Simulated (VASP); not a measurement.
## Ti2In: relaxation of cell and atoms with PBE

Ti2In:

```
Ti In
1.0
     0.00000    3.22451    3.22451
     3.22451    0.00000    3.22451
     3.22451    3.22451    0.00000
Ti In
2 1
Direct
  0.75000 0.75000 0.75000
  0.25000 0.25000 0.25000
  0.50000 0.50000 0.50000
```

The cell was built from a structure type or drawn by symmetry, and may not be a known phase.

```
Program                : VASP 6.6.1
Task                   : relaxation of cell and atoms
Functional             : PBE
Potentials or basis    : VASP PAW PBE potentials, release 64 (Ti_sv, In_d)
Cutoff                 : 600 eV
k mesh                 : 12 × 12 × 12
Occupations            : gaussian, width 0.1 eV
Spin                   : collinear spin
Starting moments       : [0.78, 0.78, 0.0] μB
Dipole correction      : no
Further INCAR settings : ALGO = Normal; EDIFF = 1e-06; IBRION = 2; EDIFFG = -0.01; NSW = 100; ISIF = 3
```

The relaxed volume is 22.38 Å³/atom and the relaxed cell is a = 4.562 Å, b = 4.562 Å, c = 4.562 Å, α = 60.00°, β = 60.00°, γ = 60.00°. The space group after relaxing (to 0.1 Å) is Fm-3m (No. 225), the ionic steps are 2 and the pressure after relaxing is -0.1 GPa. The net moment is 0.78 μB per cell and the site moments are Ti +0.30; In -0.02 μB. The valence electrons inside the program's atomic spheres are Ti 10.11; In 11.82.

Final structure:
```
Ti In
1.0
     0.00000    3.22612    3.22612
     3.22612    0.00000    3.22612
     3.22612    3.22612    0.00000
Ti In
2 1
Direct
  0.75000 0.75000 0.75000
  0.25000 0.25000 0.25000
  0.50000 0.50000 0.50000
```

Levels at points of the mesh, in eV from the Fermi level:
Spin up:
```
           k point  band 15  band 16  band 17  band 18  band 19  band 20  band 21  band 22  band 23
(0.00, 0.00, 0.00)    -1.56    -1.56    -1.56    -0.76    -0.76     1.87     1.87     1.87     2.33
(0.50, 0.00, 0.00)    -3.25    -1.02    -1.02     0.13     0.13     0.70     0.70     0.74     0.98
(0.50, 0.50, 0.00)    -3.42    -0.86    -0.56    -0.51    -0.32    -0.32     1.23     1.23     1.27
```
Spin down:
```tsv
k point	band 14	band 15	band 16	band 17	band 18	band 19	band 20	band 21	band 22	band 23
(0.00, 0.00, 0.00)	-7.40	-1.47	-1.47	-1.47	-0.31	-0.31	2.02	2.02	2.02	2.81
(0.50, 0.00, 0.00)	-5.80	-3.12	-0.85	-0.85	0.49	0.49	0.88	1.04	1.04	1.20
(0.50, 0.50, 0.00)	-5.23	-3.22	-0.74	-0.23	-0.23	-0.09	-0.09	1.38	1.38	1.44
```

Wall time 5.4 min on 1 thread of Oxide Virtual Turin-like Processor, with other jobs on the host, peak memory 0.35 GiB.

Caveat: spin-orbit coupling is left out, which moves the levels of the heavy elements.
